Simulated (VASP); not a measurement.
# B2Se3 (P-3m1) in VASP: notebook, part 2 of 2

VASP 6.6.1. Earlier steps stand in the parts before.

### Step 3. Single point, PBE

This run uses another cell than the first one, of 18.55 Å³/atom.

The input, INCAR:

```
PREC = Accurate
ENCUT = 520
EDIFF = 1E-6
ISMEAR = 0
SIGMA = 0.1
LREAL = F
LASPH = T
NELM = 100
ALGO = Fast
ISIF = 2
LWAVE = F
LCHARG = F
GGA = PE
NBANDS = 20
```

The input, KPOINTS:

```
Automatic mesh
0
Gamma
  12 12 6
```

The input, POSCAR:

```
B2Se3
1.0
    3.5572270143      0.0000000000      0.0000000000
   -1.7786135071      3.0806489614      0.0000000000
    0.0000000000      0.0000000000      8.4639261533
B Se
2 3
Direct
    0.3333333333      0.6666666667      0.5884932958
    0.6666666667      0.3333333333      0.4115067042
    0.0000000000      0.0000000000      0.0000000000
    0.3333333333      0.6666666667      0.3375116469
    0.6666666667      0.3333333333      0.6624883531
```

Potentials or basis: VASP PAW PBE potentials, release 64 (B, Se).

Started as:

```bash
> cat potpaw_PBE.64/B/POTCAR potpaw_PBE.64/Se/POTCAR > POTCAR
> mpirun -np 1 vasp_std > vasp.out
```

OUTCAR:

```text
PREC = Accurate
   ENCUT = 520
   EDIFF = 1E-6
   ISMEAR = 0
   LREAL = F
   LASPH = T
   NELM = 100
   ISIF = 2
   GGA = PE

 ion  position               nearest neighbor table
   1  0.333  0.667  0.588-   4 2.12   5 2.15   5 2.15   5 2.15
   2  0.667  0.333  0.412-   5 2.12   4 2.15   4 2.15   4 2.15
   3  0.000  0.000  0.000-
   4  0.333  0.667  0.338-   1 2.12   2 2.15   2 2.15   2 2.15
   5  0.667  0.333  0.662-   2 2.12   1 2.15   1 2.15   1 2.15

  LATTYP: Found a hexagonal cell.
 ALAT       =     3.5572270143
 C/A-ratio  =     2.3793606985

  Lattice vectors:

 A1 = (   3.5572270143,   0.0000000000,   0.0000000000)
 A2 = (  -1.7786135071,   3.0806489614,   0.0000000000)
 A3 = (   0.0000000000,   0.0000000000,   8.4639261533)

Analysis of symmetry for initial positions (statically):
=====================================================================
 Subroutine PRICEL returns:
 Original cell was already a primitive cell.

 Routine SETGRP: Setting up the symmetry group for a
 hexagonal supercell.

 Subroutine GETGRP returns: Found 12 space group operations
 (whereof 12 operations were pure point group operations)
 out of a pool of 24 trial point group operations.

The static configuration has the point symmetry D_3d.

Analysis of symmetry for dynamics (positions and initial velocities):
=====================================================================
 Subroutine PRICEL returns:
 Original cell was already a primitive cell.

 Routine SETGRP: Setting up the symmetry group for a
 hexagonal supercell.

 Subroutine GETGRP returns: Found 12 space group operations
 (whereof 12 operations were pure point group operations)
 out of a pool of 24 trial point group operations.

The dynamic configuration has the point symmetry D_3d.

 Subroutine INISYM returns: Found 12 space group operations
 (whereof 12 operations are pure point group operations),
 and found     1 'primitive' translations

----------------------------------------------------------------------------------------

                                     Primitive cell

  volume of cell :      92.7525

  direct lattice vectors                    reciprocal lattice vectors
     3.557227014  0.000000000  0.000000000     0.281117847  0.162303465  0.000000000
    -1.778613507  3.080648961  0.000000000     0.000000000  0.324606929  0.000000000
     0.000000000  0.000000000  8.463926153     0.000000000  0.000000000  0.118148479

  length of vectors
     3.557227014  3.557227014  8.463926153     0.324606929  0.324606929  0.118148479

  position of ions in fractional coordinates (direct lattice)
     0.333333333  0.666666667  0.588493296
     0.666666667  0.333333333  0.411506704
     0.000000000  0.000000000  0.000000000
     0.333333333  0.666666667  0.337511647
     0.666666667  0.333333333  0.662488353

  ion indices of the primitive-cell ions
   primitive index   ion index
                 1           1
                 2           2
[... 23 lines left out ...]
     0.000000000  0.000000000  0.000000000

 Subroutine IBZKPT returns following result:
 ===========================================

 Found    100 irreducible k-points:

 Following reciprocal coordinates:
            Coordinates               Weight
  0.000000  0.000000  0.000000      1.000000
  0.083333  0.000000  0.000000      6.000000
  0.166667  0.000000  0.000000      6.000000
  0.250000  0.000000  0.000000      6.000000
  0.333333  0.000000  0.000000      6.000000
  0.416667  0.000000  0.000000      6.000000
[... 16 lines left out ...]
  0.166667  0.000000  0.166667      6.000000
  0.000000  0.166667  0.166667      6.000000
 [... further k-points ...]
   k-points           NKPTS =    100   k-points in BZ     NKDIM =    100   number of bands    NBANDS=     20
   number of dos      NEDOS =    301   number of ions     NIONS =      5
   total plane-waves  NPLWV =  50176
   dimension x,y,z NGX =    28 NGY =   28 NGZ =   64
   dimension x,y,z NGXF=    56 NGYF=   56 NGZF=  128
   ions per type =               2   3
   NGX,Y,Z   is equivalent  to a cutoff of  13.09, 13.09, 12.57 a.u.
   NGXF,Y,Z  is equivalent  to a cutoff of  26.17, 26.17, 25.14 a.u.
 SYSTEM =  unknown system
   PREC   = accura    normal or accurate (medium, high low for compatibility)
   ISTART =      0    job   : 0-new  1-cont  2-samecut
   ICHARG =      2    charge: 1-file 2-atom 10-const
   ISPIN  =      1    spin polarized calculation?
   LNONCOLLINEAR =      F non collinear calculations
   LSORBIT =      F    spin-orbit coupling
   LASPH  =      T    aspherical Exc in radial PAW
   ENCUT  =  520.0 eV  38.22 Ry    6.18 a.u.   6.61  6.61 15.74*2*pi/ulx,y,z
   NELM   =    100;   NELMIN=  2; NELMDL= -5     # of ELM steps
   EDIFF  = 0.1E-05   stopping-criterion for ELM
   LREAL  =      F    real-space projection
   EDIFFG = 0.1E-04   stopping-criterion for IOM
   NSW    =      0    number of steps for IOM
   IBRION =     -1    ionic relax: 0-MD 1-quasi-New 2-CG
   NFREE  =      0    steps in history (QN), initial steepest desc. (CG)
   ISIF   =      2    stress and relaxation
   ISYM   =      2    0-nonsym 1-usesym 2-fastsym
   POTIM  = 0.5000    time-step for ionic-motion
   TEBEG  =    0.0;   TEEND  =   0.0 temperature during run
   PSTRESS=    0.0 pullay stress
   NELECT =      24.0000    total number of electrons
   NUPDOWN=      -1.0000    fix difference up-down
   EMIN   =  10.00;   EMAX   =-10.00  energy-range for DOS
   EFERMI =   0.00;   METHOD = LEGACY
   ISMEAR =     0;   SIGMA  =   0.10  broadening in eV -4-tet -1-fermi 0-gaus
   EFERMI_NEDOS =   21; number of points for ismear=-14 and -15
   IALGO  =     68    algorithm
   IMIX   =      4    mixing-type and parameters
     AMIX     =   0.40;   BMIX     =  1.00
     AMIX_MAG =   1.60;   BMIX_MAG =  1.00
  volume/ion in A,a.u.               =      18.55       125.18
  Fermi-wavevector in a.u.,A,eV,Ry     =   1.043206  1.971373 14.806928  1.088278
  Thomas-Fermi vector in A             =   2.177905
   LORBIT       =      0    0 simple, 1 ext, 2 COOP (PROOUT), +10 PAW based schemes
   GGA     = PE    functional components
   LHFCALC =     F    Hartree Fock is set to
   AEXX    =    0.0000 exact exchange contribution
   IVDW    =     0    specifies the selected vdW correction
   LEPSILON=     F    determine dielectric tensor
   LRPA    =     F    only Hartree local field effects (RPA)
 non-spin polarized calculation
 RMM-DIIS sequential band-by-band and
 Gauss-broadening in eV      SIGMA  =   0.10
  energy-cutoff  :      520.00
  volume of cell :       92.75
 maximum number of plane-waves:      2539
 NGX is ok and might be reduce to    28
   NGX = 13   NGY = 13   NGZ = 31

 number of electron      23.9999999 magnetization

 Free energy of the ion-electron system (eV)
  ---------------------------------------------------
  ext. energy  EPLUGINS =         0.00000000
  ---------------------------------------------------
  free energy    TOTEN  =       -19.98822715 eV

  energy without entropy =      -19.97272897  energy(sigma->0) =      -19.98047806

 E-fermi :   4.3403     XC(G=0):  -9.6606

 val. band max:        4.3371780621   @ k =   0.1667   0.1667   0.1667
 cond. band min:       4.3509569780   @ k =   0.1667   0.1667   0.0000
 fundamental gap:      0.0137789159
 Fermi energy:         4.3402577312

 k-point     1 :       0.0000    0.0000    0.0000
  band No.  band energies     occupation
      1     -13.3767      2.00000
      2     -11.3714      2.00000
      3      -8.0203      2.00000
      4      -3.6646      2.00000
      5      -0.6747      2.00000
      6      -0.6747      2.00000
[... 541 lines left out ...]
     19       8.4807      0.00000
     20       9.2687      0.00000

 [... further k-points ...]

------------------------ aborting loop because EDIFF is reached ----------------------------------------

  FORCE on cell =-STRESS in cart. coord.  units (eV):
  Direction    XX          YY          ZZ          XY          YZ          ZX
  --------------------------------------------------------------------------------------
  -------------------------------------------------------------------------------------
  Total        0.0689612      0.0689612      0.0925287      0.0000000      0.0000000      0.0000000
  in kB        1.1912134      1.1912134      1.5983115      0.0000000      0.0000000      0.0000000
  external PRESSURE =       1.3269127 kB  Pullay stress =       0.0000000 kB

 VOLUME and BASIS-vectors are now :
 -----------------------------------------------------------------------------
  energy-cutoff  :      520.00
  volume of cell :       92.75
      direct lattice vectors                 reciprocal lattice vectors
     3.557227014  0.000000000  0.000000000     0.281117847  0.162303465  0.000000000
    -1.778613507  3.080648961  0.000000000     0.000000000  0.324606929  0.000000000
     0.000000000  0.000000000  8.463926153     0.000000000  0.000000000  0.118148479

 POSITION                                       TOTAL-FORCE (eV/Angst)
 -----------------------------------------------------------------------------------
     -0.00000      2.05377      4.98096         0.000000      0.000000      0.011112
      1.77861      1.02688      3.48296         0.000000     -0.000000     -0.011112
      0.00000      0.00000      0.00000         0.000000      0.000000      0.000000
     -0.00000      2.05377      2.85667        -0.000000      0.000000     -0.028081
      1.77861      1.02688      5.60725        -0.000000      0.000000      0.028081
 -----------------------------------------------------------------------------------
    total drift:                                0.000000     -0.000000     -0.000000

  FREE ENERGIE OF THE ION-ELECTRON SYSTEM (eV)
  ---------------------------------------------------
  free  energy   TOTEN  =       -19.9882271505 eV

  energy  without entropy=      -19.9727289748  energy(sigma->0) =      -19.98047806
```

It took 3.2 min on 1 thread of Oxide Virtual Turin-like, shared host; peak memory 0.29 GiB.

What came out:

```yaml
Free_energy: -19.9882 eV
Pressure: 0.1 GPa
Largest_force: 0.028 eV/Å
Band_gap_on_the_k_mesh: zero (bands 12 and 13 overlap by 0.47 eV)
```

Forces on the atoms (eV/Å):
```
B    0.000  0.000  0.011
B    0.000  0.000 -0.011
Se   0.000  0.000  0.000
Se   0.000  0.000 -0.028
Se   0.000  0.000  0.028
```

Levels at points of the mesh, in eV from the Fermi level:
```
           k point  band 9  band 10  band 11  band 12  band 13  band 14  band 15  band 16
(0.00, 0.00, 0.00)   -2.86    -2.62    -0.16     0.02     0.80     0.80     1.34     1.34
(0.50, 0.00, 0.00)   -4.29    -2.68    -1.64    -1.14     0.16     1.09     1.77     3.93
(0.00, 0.00, 0.50)   -2.86    -2.05    -1.50    -0.16     0.93     0.93     1.12     1.12
(0.50, 0.00, 0.50)   -4.33    -2.92    -1.62    -0.54     0.23     0.88     2.67     2.91
```

Caveat: semilocal functionals underestimate gaps, and a narrow one can read as zero; this functional lacks dispersion, which binds layers or chains, so the pressure and a relaxed spacing across them are unreliable.

### Step 4. Relaxation of cell and atoms, PBE

This run uses another cell than the first one, of 18.52 Å³/atom.

The input, INCAR:

```
PREC = Accurate
ENCUT = 600
EDIFF = 1E-6
ISMEAR = 0
SIGMA = 0.1
LREAL = F
LASPH = T
NELM = 100
ALGO = Fast
ISIF = 3
LWAVE = F
LCHARG = F
GGA = PE
IBRION = 2
NSW = 100
EDIFFG = -0.01
```

The input, KPOINTS:

```
regular mesh
0
Gamma
  12 12 6
```

The input, POSCAR:

```
B2Se3
1.0
    3.5729046739      0.0000000000      0.0000000000
   -1.7864523369      3.0942262129      0.0000000000
    0.0000000000      0.0000000000      8.3752388821
B Se
2 3
Direct
    0.3333333333      0.6666666667      0.5898573252
    0.6666666667      0.3333333333      0.4101426748
    0.0000000000      0.0000000000      0.0000000000
    0.3333333333      0.6666666667      0.3352002760
    0.6666666667      0.3333333333      0.6647997240
```

Potentials or basis: VASP PAW PBE potentials, release 64 (B, Se).

Started as:

```bash
> cat potpaw_PBE.64/B/POTCAR potpaw_PBE.64/Se/POTCAR > POTCAR
> mpirun -np 1 vasp_std > vasp.out
```

OUTCAR:

```text
PREC = Accurate
   ENCUT = 600
   EDIFF = 1E-6
   ISMEAR = 0
   LREAL = F
   LASPH = T
   NELM = 100
   ISIF = 3
   GGA = PE
   IBRION = 2
   NSW = 100
   EDIFFG = -0.01

 ion  position               nearest neighbor table
   1  0.333  0.667  0.590-   4 2.13   5 2.16   5 2.16   5 2.16
   2  0.667  0.333  0.410-   5 2.13   4 2.16   4 2.16   4 2.16
   3  0.000  0.000  0.000-
   4  0.333  0.667  0.335-   1 2.13   2 2.16   2 2.16   2 2.16
   5  0.667  0.333  0.665-   2 2.13   1 2.16   1 2.16   1 2.16

  LATTYP: Found a hexagonal cell.
 ALAT       =     3.5729046739
 C/A-ratio  =     2.3440980509

  Lattice vectors:

 A1 = (   3.5729046739,   0.0000000000,   0.0000000000)
[... 389 lines left out ...]
  free energy    TOTEN  =       -19.98978099 eV

  energy without entropy =      -19.97452594  energy(sigma->0) =      -19.98215346

 E-fermi :   4.3580     XC(G=0):  -9.6720

 val. band max:        4.3450885655   @ k =   0.0000   0.1667   0.3333
 cond. band min:       4.3585535394   @ k =   0.4167   0.1667   0.0000
 fundamental gap:      0.0134649739
 Fermi energy:         4.3579946516

 k-point     1 :       0.0000    0.0000    0.0000
  band No.  band energies     occupation
      1     -13.3410      2.00000
      2     -11.3512      2.00000
      3      -8.0067      2.00000
      4      -3.6421      2.00000
      5      -0.6420      2.00000
      6      -0.6420      2.00000
[... 433 lines left out ...]
      3      -7.7713      2.00000
      4      -3.5362      2.00000
      5      -2.8005      2.00000
      6      -1.1764      2.00000
[... 8 lines left out ...]
     15       5.9572      0.00000
     16       6.4934      0.00000

 [... further k-points ...]

------------------------ aborting loop because EDIFF is reached ----------------------------------------

  FORCE on cell =-STRESS in cart. coord.  units (eV):
  Direction    XX          YY          ZZ          XY          YZ          ZX
  --------------------------------------------------------------------------------------
  -------------------------------------------------------------------------------------
  Total       -0.0045519     -0.0045519      0.0407644     -0.0000000     -0.0000000     -0.0000000
  in kB       -0.0787591     -0.0787591      0.7053215     -0.0000000     -0.0000000     -0.0000000
  external PRESSURE =       0.1826011 kB  Pullay stress =       0.0000000 kB
[... 20 lines left out ...]
  FREE ENERGIE OF THE ION-ELECTRON SYSTEM (eV)
  ---------------------------------------------------
  free  energy   TOTEN  =       -19.9897809919 eV

  energy  without entropy=      -19.9745259370  energy(sigma->0) =      -19.98215346

 reached required accuracy - stopping structural energy minimisation
```

OSZICAR:

```text
N       E                     dE             d eps       ncg     rms          rms(c)
DAV:   1     0.112685428818E+03    0.11269E+03   -0.11484E+04  3200   0.145E+03
DAV:   2    -0.135995892248E+02   -0.12629E+03   -0.12473E+03  4448   0.213E+02
DAV:   3    -0.204979538299E+02   -0.68984E+01   -0.68387E+01  4336   0.543E+01
DAV:   4    -0.205829382085E+02   -0.84984E-01   -0.84403E-01  4136   0.612E+00
[... 74 lines left out ...]
DAV:   1    -0.199898636701E+02   -0.15390E-03   -0.46357E-03  3264   0.457E-01    0.477E-02
RMM:   2    -0.199898092595E+02    0.54411E-04   -0.13089E-04  3200   0.715E-02    0.255E-02
RMM:   3    -0.199897935674E+02    0.15692E-04   -0.30192E-05  3251   0.333E-02    0.203E-02
RMM:   4    -0.199897810555E+02    0.12512E-04   -0.40871E-05  3201   0.336E-02    0.616E-03
RMM:   5    -0.199897809919E+02    0.63596E-07   -0.40489E-06  2477   0.138E-02
  10 F= -.19989781E+02 E0= -.19982153E+02  d E =-.715983E-04
```

CONTCAR:

```text
B2Se3
   1.00000000000000
     3.5582673609262558   -0.0000000000002380    0.0000000000000000
    -1.7791336804135389    3.0815499280216838   -0.0000000000000000
     0.0000000000000001   -0.0000000000000000    8.4449500891589366
  B               Se
     2     3
Direct
     0.3333333332999970    0.6666666667000030    0.5885852166886931
     0.6666666667000030    0.3333333332999970    0.4114147833113069
     0.0000000000000000    0.0000000000000000    0.0000000000000000
     0.3333333332999970    0.6666666667000030    0.3367312042039804
     0.6666666667000030    0.3333333332999970    0.6632687957960197

  0.00000000E+00  0.00000000E+00  0.00000000E+00
  0.00000000E+00  0.00000000E+00  0.00000000E+00
  0.00000000E+00  0.00000000E+00  0.00000000E+00
  0.00000000E+00  0.00000000E+00  0.00000000E+00
  0.00000000E+00  0.00000000E+00  0.00000000E+00
```

It took 14 min on 1 thread of Oxide Virtual Turin-like, shared host; peak memory 0.34 GiB.

Results:

```yaml
Free_energy: -19.9898 eV
Energy_gained_by_relaxing: 0.7 meV/atom
Ionic_steps: 10
Pressure_after_relaxing: 0.0 GPa
Largest_force_after_relaxing: 0.010 eV/Å
Band_gap_on_the_k_mesh: zero (bands 12 and 13 overlap by 0.47 eV)
```

Forces in eV/Å, atoms in the order of the input:
```
B    0.000  0.000  0.010
B    0.000  0.000 -0.010
Se   0.000  0.000  0.000
Se   0.000  0.000  0.010
Se   0.000  0.000 -0.010
```

Stress tensor (GPa, compression positive):
```
-0.01  0.00  0.00
 0.00 -0.01  0.00
 0.00  0.00  0.07
```

The path:
| step | energy change (eV) | largest force (eV/Å) | pressure (GPa) | volume (Å³) |
| --- | --- | --- | --- | --- |
| 1 | 0.0000 | 0.0716 | -0.48 | 92.59 |
| 2 | -0.0021 | 0.0221 | 0.19 | 91.84 |
| 3 | -0.0021 | 0.0223 | 0.16 | 91.87 |
| 4 | -0.0025 | 0.0415 | 0.09 | 92.00 |
| 5 | -0.0026 | 0.0534 | 0.02 | 92.09 |
| 6 | -0.0029 | 0.0487 | 0.01 | 92.20 |
| 7 | -0.0032 | 0.0408 | 0.00 | 92.49 |
| 8 | -0.0033 | 0.0194 | 0.07 | 92.49 |
| 9 | -0.0033 | 0.0213 | 0.07 | 92.49 |
| 10 | -0.0034 | 0.0099 | 0.02 | 92.60 |

Final structure:
```cif
data_structure
_symmetry_space_group_name_H-M 'P 1'
_symmetry_Int_Tables_number 1
_cell_length_a 3.5583
_cell_length_b 3.5583
_cell_length_c 8.4450
_cell_angle_alpha 90.000
_cell_angle_beta 90.000
_cell_angle_gamma 120.000
_cell_volume 92.60
loop_
_atom_site_label
_atom_site_type_symbol
_atom_site_fract_x
_atom_site_fract_y
_atom_site_fract_z
_atom_site_occupancy
B1 B 0.33333 0.66667 0.58859 1
B2 B 0.66667 0.33333 0.41141 1
Se1 Se 0.00000 0.00000 0.00000 1
Se2 Se 0.33333 0.66667 0.33673 1
Se3 Se 0.66667 0.33333 0.66327 1
```

Caveat: semilocal functionals underestimate gaps, and a narrow one can read as zero.

### Step 5. The runs side by side

| task | cell | k mesh | cutoff (eV) | gap on the mesh (eV) | pressure (GPa) | largest force (eV/Å) |
| --- | --- | --- | --- | --- | --- | --- |
| single point | a = 4.560, b = 4.560, c = 5.564 Å, angles 90.0, 90.0, 120.0°, 5 atoms, atomic positions A | 6 × 6 × 4 | 520 | none | -10.2 | 0.47 |
| single point | a = 3.557, b = 3.557, c = 8.464 Å, angles 90.0, 90.0, 120.0°, 5 atoms, atomic positions B | 12 × 12 × 6 | 520 | none | 0.1 | 0.03 |
| relaxation of cell and atoms | relaxed from a = 3.573, b = 3.573, c = 8.375 Å, angles 90.0, 90.0, 120.0°, 5 atoms, atomic positions C | 12 × 12 × 6 | 600 | none | 0.0 | 0.01 |

Alike in all rows: level PBE; potentials or basis VASP PAW PBE potentials, release 64 (B, Se); no spin polarisation; smearing gaussian 0.1 eV.

Caveats: semilocal functionals underestimate gaps, and a narrow one can read as zero (at least some runs); the cell stands under tension (at least some runs); this functional lacks dispersion, which binds layers or chains, so the pressure and a relaxed spacing across them are unreliable (at least some runs).

Absolute energies hang on the potentials; compare differences alone.

The gap in the log of VASP goes by the Fermi energy; the results here count the filled bands.